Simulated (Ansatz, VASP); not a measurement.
Two plane-wave programs on ZnO

```xyz
4
Lattice="2.8813 0.0000 0.0000 -1.4407 2.4953 0.0000 0.0000 0.0000 5.2174" Properties=species:S:1:pos:R:3 pbc="T T T"
Zn    0.0000    0.0000    0.0000
Zn    0.0000    0.0000    2.6087
O     0.0000    1.6635    1.3043
O     1.4407    0.8318    3.9130
```

Change from the starting cell: epitaxial_xy strain -3.2%.

Alike in both runs: task single point; functional PBE; k mesh 12 × 12 × 6; occupations fermi-dirac, width 0.02 eV; no spin polarisation.

```csv
,VASP,Ansatz
version,VASP 6.6.1,Ansatz 0.2.0
potentials or method,"VASP PAW PBE potentials, release 64 (Zn, O)","plane waves, PAW"
plane-wave cutoff (eV),520,420
valence electrons in the cell,36,36
```

VASP gave:

```
gap on the k mesh at the Fermi level (eV)                     : 0.81
pressure (GPa)                                                : 18.6
traceless stress, the component that is largest in VASP (GPa) : -7.43
```

Estimate Ansatz's values.

gap on the k mesh at the Fermi level (eV): 0.84; pressure (GPa): 17.2; traceless stress, the component that is largest in VASP (GPa): -7.63.

The functional is the same, so the differences come from potentials, cutoffs and numerics.
